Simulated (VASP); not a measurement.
# Ta (Im-3m) in VASP: single point with LDA

Aim: the single point of Ta with LDA.

Program: VASP 6.6.1. These are calculated values, not measurements. Logs are shortened: lines on timing, memory, paths and dates and some standing lists are left out, and cuts for length are marked.

**1. The cell of the first run**

Symmetry: Im-3m, No. 229, cubic system. The conventional cell has a = 3.310 Å, b = 3.310 Å, c = 3.310 Å, α = 90.00°, β = 90.00°, γ = 90.00°. Ta (site symmetry m-3m) has 14 Ta at 2.87 to 3.31 Å within 3.8 Å.

**2. Single point, LDA, non-collinear spin, zero start, spin-orbit coupling**

File INCAR:

```
SYSTEM = Ta
PREC     = Accurate       ! precision mode
ENCUT    = 520            ! plane-wave cutoff, eV
EDIFF    = 1E-7           ! SCF threshold, eV
ISMEAR   = -1             ! smearing method
SIGMA    = 0.05           ! smearing width, eV
LREAL    = .False.        ! projectors in reciprocal space
LASPH    = .True.         ! aspherical terms in the spheres
NELM     = 150            ! most SCF steps
ALGO     = Normal         ! electronic algorithm
ISIF     = 2              ! what is computed and relaxed
LWAVE    = .False.        ! write WAVECAR
LCHARG   = .False.        ! write CHGCAR
MAGMOM   = 0 0 0          ! initial moments
LORBIT   = 11             ! projections on sites
LSORBIT  = .True.         ! spin-orbit coupling
GGA_COMPAT= .False.      
LORBMOM  = .True.       
LMAXMIX  = 4              ! l up to which the mixer works
NBANDS   = 22             ! bands
```

File KPOINTS:

```
Automatic mesh
0
Gamma
  14 14 14
  0 0 0
```

File POSCAR:

```
Ta
1.0
   -1.6549278069      1.6549278069      1.6549278069
    1.6549278069     -1.6549278069      1.6549278069
    1.6549278069      1.6549278069     -1.6549278069
Ta
1
Direct
    0.0000000000      0.0000000000      0.0000000000
```

Potentials or basis: VASP PAW LDA potentials, release 64 (Ta_pv).

Command:

```bash
$ cat potpaw_LDA.64/Ta_pv/POTCAR > POTCAR
$ mpirun -np 1 vasp_ncl > vasp.out
```

OUTCAR:

```text
SYSTEM = Ta
   PREC = Accurate
   ENCUT = 520
   EDIFF = 1E-7
   ISMEAR = -1
   LREAL = .False.
   LASPH = .True.
   NELM = 150
   ISIF = 2
   LORBIT = 11
   LSORBIT = .True.

 ion  position               nearest neighbor table
   1  0.000  0.000  0.000-

  LATTYP: Found a body centered cubic cell.
 ALAT       =     3.3098556138

  Lattice vectors:

 A1 = (  -1.6549278069,   1.6549278069,   1.6549278069)
 A2 = (   1.6549278069,  -1.6549278069,   1.6549278069)
 A3 = (   1.6549278069,   1.6549278069,  -1.6549278069)

Analysis of symmetry for initial positions (statically):
=====================================================================
 Subroutine PRICEL returns:
 Original cell was already a primitive cell.

 Routine SETGRP: Setting up the symmetry group for a
 body centered cubic supercell.

 Subroutine GETGRP returns: Found 48 space group operations
 (whereof 48 operations were pure point group operations)
 out of a pool of 48 trial point group operations.

The static configuration has the point symmetry O_h .

Analysis of symmetry for dynamics (positions and initial velocities):
=====================================================================
 Subroutine PRICEL returns:
 Original cell was already a primitive cell.

 Routine SETGRP: Setting up the symmetry group for a
 body centered cubic supercell.

 Subroutine GETGRP returns: Found 48 space group operations
 (whereof 48 operations were pure point group operations)
 out of a pool of 48 trial point group operations.

The dynamic configuration has the point symmetry O_h .

Analysis of structural, dynamic, and magnetic symmetry:
=====================================================================
 Subroutine PRICEL returns:
 Original cell was already a primitive cell.

 Routine SETGRP: Setting up the symmetry group for a
 body centered cubic supercell.

 Subroutine GETGRP returns: Found 48 space group operations
 (whereof 48 operations were pure point group operations)
 out of a pool of 48 trial point group operations.

The overall configuration has the point symmetry O_h .

 Subroutine INISYM returns: Found 48 space group operations
 (whereof 48 operations are pure point group operations),
 and found     1 'primitive' translations

----------------------------------------------------------------------------------------

                                     Primitive cell

  volume of cell :      18.1300

  direct lattice vectors                    reciprocal lattice vectors
    -1.654927807  1.654927807  1.654927807     0.000000000  0.302127983  0.302127983
     1.654927807 -1.654927807  1.654927807     0.302127983  0.000000000  0.302127983
     1.654927807  1.654927807 -1.654927807     0.302127983  0.302127983  0.000000000

  length of vectors
     2.866419044  2.866419044  2.866419044     0.427273491  0.427273491  0.427273491

  position of ions in fractional coordinates (direct lattice)
     0.000000000  0.000000000  0.000000000

  ion indices of the primitive-cell ions
   primitive index   ion index
                 1           1

----------------------------------------------------------------------------------------

 KPOINTS: Automatic mesh

Automatic generation of k-mesh.
 Grid dimensions read from file:
 generate k-points for:   14   14   14

 Generating k-lattice:

  Cartesian coordinates                     Fractional coordinates (reciprocal lattice)
     0.000000000  0.021580570  0.021580570     0.071428571  0.000000000  0.000000000
     0.021580570  0.000000000  0.021580570     0.000000000  0.071428571  0.000000000
     0.021580570  0.021580570  0.000000000     0.000000000  0.000000000  0.071428571

  Length of vectors
     0.030519535  0.030519535  0.030519535

  Shift w.r.t. Gamma in fractional coordinates (k-lattice)
     0.000000000  0.000000000  0.000000000

 Subroutine IBZKPT returns following result:
 ===========================================

 Found    104 irreducible k-points:

 Following reciprocal coordinates:
            Coordinates               Weight
  0.000000  0.000000  0.000000      1.000000
  0.071429  0.000000  0.000000     12.000000
  0.142857  0.000000  0.000000     12.000000
  0.214286  0.000000  0.000000     12.000000
  0.285714  0.000000  0.000000     12.000000
  0.357143  0.000000  0.000000     12.000000
[... 16 lines left out ...]
  0.285714  0.285714  0.000000     24.000000
  0.357143  0.285714 -0.000000     24.000000
 [... further k-points ...]
   k-points           NKPTS =    104   k-points in BZ     NKDIM =    104   number of bands    NBANDS=     22
   number of dos      NEDOS =    301   number of ions     NIONS =      1
   total plane-waves  NPLWV =  13824
   dimension x,y,z NGX =    24 NGY =   24 NGZ =   24
   dimension x,y,z NGXF=    48 NGYF=   48 NGZF=   48
   ions per type =               1
   NGX,Y,Z   is equivalent  to a cutoff of  13.92, 13.92, 13.92 a.u.
   NGXF,Y,Z  is equivalent  to a cutoff of  27.84, 27.84, 27.84 a.u.
 SYSTEM =  Ta
   PREC   = accura    normal or accurate (medium, high low for compatibility)
   ISTART =      0    job   : 0-new  1-cont  2-samecut
   ICHARG =      2    charge: 1-file 2-atom 10-const
   ISPIN  =      1    spin polarized calculation?
   LNONCOLLINEAR =      T non collinear calculations
   LSORBIT =      T    spin-orbit coupling
   LASPH  =      T    aspherical Exc in radial PAW
   ENCUT  =  520.0 eV  38.22 Ry    6.18 a.u.   5.33  5.33  5.33*2*pi/ulx,y,z
   NELM   =    150;   NELMIN=  2; NELMDL= -5     # of ELM steps
   EDIFF  = 0.1E-06   stopping-criterion for ELM
   LREAL  =      F    real-space projection
   EDIFFG = 0.1E-05   stopping-criterion for IOM
   NSW    =      0    number of steps for IOM
   IBRION =     -1    ionic relax: 0-MD 1-quasi-New 2-CG
   NFREE  =      0    steps in history (QN), initial steepest desc. (CG)
   ISIF   =      2    stress and relaxation
   ISYM   =      2    0-nonsym 1-usesym 2-fastsym
   POTIM  = 0.5000    time-step for ionic-motion
   TEBEG  =    0.0;   TEEND  =   0.0 temperature during run
   PSTRESS=    0.0 pullay stress
   NELECT =      11.0000    total number of electrons
   NUPDOWN=      -1.0000    fix difference up-down
   EMIN   =  10.00;   EMAX   =-10.00  energy-range for DOS
   EFERMI =   0.00;   METHOD = LEGACY
   ISMEAR =    -1;   SIGMA  =   0.05  broadening in eV -4-tet -1-fermi 0-gaus
   EFERMI_NEDOS =   21; number of points for ismear=-14 and -15
   IALGO  =     38    algorithm
   IMIX   =      4    mixing-type and parameters
     AMIX     =   0.40;   BMIX     =  1.00
     AMIX_MAG =   1.60;   BMIX_MAG =  1.00
  volume/ion in A,a.u.               =      18.13       122.35
  Fermi-wavevector in a.u.,A,eV,Ry     =   1.385926  2.619020 26.133942  1.920791
  Thomas-Fermi vector in A             =   2.510290
   LORBIT       =     11    0 simple, 1 ext, 2 COOP (PROOUT), +10 PAW based schemes
   GGA     = CA    functional components
   LHFCALC =     F    Hartree Fock is set to
   AEXX    =    0.0000 exact exchange contribution
   IVDW    =     0    specifies the selected vdW correction
   LEPSILON=     F    determine dielectric tensor
   LRPA    =     F    only Hartree local field effects (RPA)
  energy-cutoff  :      520.00
  volume of cell :       18.13
 maximum number of plane-waves:       996
 NGX is ok and might be reduce to    24
   NGX = 11   NGY = 11   NGZ = 11

 number of electron      11.0000000 magnetization       0.0000000      0.0000000      0.0000000

 number of electron      11.0000001 magnetization      -0.0000000      0.0000000      0.0000000

 number of electron      11.0000001 magnetization       0.0000000     -0.0000000     -0.0000000

 Free energy of the ion-electron system (eV)
  ---------------------------------------------------
  ext. energy  EPLUGINS =         0.00000000
  ---------------------------------------------------
  free energy    TOTEN  =       -13.54123369 eV

  energy without entropy =      -13.53117354  energy(sigma->0) =      -13.53620362

 E-fermi :   5.3129     XC(G=0): -12.7632

 val. band max:        5.3128701075   @ k =  -0.3571   0.3571   0.0714
 cond. band min:       5.3680276477   @ k =   0.2143   0.0000   0.0000
 fundamental gap:      0.0551575402
 Fermi energy:         5.3129139650

 k-point     1 :       0.0000    0.0000    0.0000
  band No.  band energies     occupation
      1     -33.0739      1.00000
      2     -33.0739      1.00000
      3     -25.0145      1.00000
      4     -25.0145      1.00000
      5     -25.0145      1.00000
      6     -25.0145      1.00000
[... 14 lines left out ...]
     21      20.3969      0.00000
     22      20.3969      0.00000

 k-point     2 :       0.0714    0.0000    0.0000
  band No.  band energies     occupation
      1     -33.0908      1.00000
      2     -33.0908      1.00000
      3     -25.0734      1.00000
      4     -25.0734      1.00000
      5     -25.0258      1.00000
      6     -25.0258      1.00000
[... 14 lines left out ...]
     21      20.5961      0.00000
     22      20.5961      0.00000

 k-point     3 :       0.1429    0.0000    0.0000
  band No.  band energies     occupation
      1     -33.1381      1.00000
      2     -33.1381      1.00000
      3     -25.2342      1.00000
      4     -25.2342      1.00000
      5     -25.0572      1.00000
      6     -25.0572      1.00000
[... 14 lines left out ...]
     21      21.0106      0.00000
     22      21.0106      0.00000
[... 476 lines left out ...]
 k-point    23 :       0.2857    0.2857    0.0000
  band No.  band energies     occupation
      1     -33.4397      1.00000
      2     -33.4397      1.00000
      3     -26.0182      1.00000
      4     -26.0182      1.00000
      5     -25.4336      1.00000
      6     -25.4336      1.00000
[... 14 lines left out ...]
     21      18.9532      0.00000
     22      18.9532      0.00000

 k-point    24 :       0.3571    0.2857   -0.0000
  band No.  band energies     occupation
      1     -33.4492      1.00000
      2     -33.4492      1.00000
      3     -26.0314      1.00000
      4     -26.0314      1.00000
      5     -25.4614      1.00000
      6     -25.4614      1.00000
[... 14 lines left out ...]
     21      18.1930      0.00000
     22      18.1930      0.00000

 [... further k-points ...]
[... 5 lines left out ...]
  --------------------------------------------------------------------------------------
  -------------------------------------------------------------------------------------
  Total       -1.0679799     -1.0679799     -1.0679799      0.0000000     -0.0000000     -0.0000000
  in kB      -94.3792488    -94.3792488    -94.3792488      0.0000000     -0.0000000     -0.0000000
  external PRESSURE =     -94.3792488 kB  Pullay stress =       0.0000000 kB

 VOLUME and BASIS-vectors are now :
 -----------------------------------------------------------------------------
  energy-cutoff  :      520.00
  volume of cell :       18.13
      direct lattice vectors                 reciprocal lattice vectors
    -1.654927807  1.654927807  1.654927807     0.000000000  0.302127983  0.302127983
     1.654927807 -1.654927807  1.654927807     0.302127983  0.000000000  0.302127983
     1.654927807  1.654927807 -1.654927807     0.302127983  0.302127983  0.000000000

 POSITION                                       TOTAL-FORCE (eV/Angst)
 -----------------------------------------------------------------------------------
      0.00000      0.00000      0.00000         0.000000     -0.000000      0.000000
 -----------------------------------------------------------------------------------
    total drift:                                0.000000      0.000000      0.000000

  FREE ENERGIE OF THE ION-ELECTRON SYSTEM (eV)
  ---------------------------------------------------
  free  energy   TOTEN  =       -13.5412336909 eV

  energy  without entropy=      -13.5311735430  energy(sigma->0) =      -13.53620362

 orbital moment (x)

 # of ion     p       d       tot
 ----------------------------------------
  1         0.000   0.000   0.000
 ----------------------------------------
            0.000   0.000   0.000

 orbital moment (y)

 # of ion     p       d       tot
 ----------------------------------------
  1         0.000   0.000   0.000
 ----------------------------------------
            0.000   0.000   0.000

 orbital moment (z)

 # of ion     p       d       tot
 ----------------------------------------
  1        -0.000   0.000   0.000
 ----------------------------------------
           -0.000   0.000   0.000

 Spin-Orbit-Coupling matrix elements

 Ion:    1  E_soc:     -1.4440825
 l=   1
     0.0000000    -0.2187481    -0.2187481
    -0.2187481     0.0000000    -0.2187481
    -0.2187481    -0.2187481     0.0000000
 l=   2
     0.0000000    -0.0055434     0.0000000    -0.0055434    -0.0163889
    -0.0055434     0.0000000    -0.0122917    -0.0055434    -0.0040972
     0.0000000    -0.0122917     0.0000000    -0.0122917     0.0000000
    -0.0055434    -0.0055434    -0.0122917     0.0000000    -0.0040972
    -0.0163889    -0.0040972     0.0000000    -0.0040972     0.0000000
 l=   3
     0.0000000     0.0000000     0.0000000     0.0000000     0.0000000     0.0000000     0.0000000
     0.0000000     0.0000000     0.0000000     0.0000000     0.0000000     0.0000000     0.0000000
     0.0000000     0.0000000     0.0000000     0.0000000     0.0000000     0.0000000     0.0000000
     0.0000000     0.0000000     0.0000000     0.0000000     0.0000000     0.0000000     0.0000000
     0.0000000     0.0000000     0.0000000     0.0000000     0.0000000     0.0000000     0.0000000
     0.0000000     0.0000000     0.0000000     0.0000000     0.0000000     0.0000000     0.0000000
     0.0000000     0.0000000     0.0000000     0.0000000     0.0000000     0.0000000     0.0000000

 total charge

# of ion       s       p       d       tot
------------------------------------------
    1        0.369   6.160   2.424   8.953

 magnetization (x)

# of ion       s       p       d       tot
------------------------------------------
    1       -0.000  -0.000   0.000  -0.000

 magnetization (y)

# of ion       s       p       d       tot
------------------------------------------
    1        0.000   0.000  -0.000  -0.000

 magnetization (z)

# of ion       s       p       d       tot
------------------------------------------
    1       -0.000   0.000  -0.000   0.000
```

It took 60 s on 1 thread of Intel Xeon 6975P-C, shared host; peak memory 0.21 GiB.

What came out:

* Free energy: -13.5412 eV
* Pressure: -9.4 GPa
* Net moment: 0.00 μB per cell
* Valence electrons inside the program's atomic spheres: Ta 8.95

Moments on the atoms (μB; x, y, z):
```
Ta  0.00 0.00 0.00
```
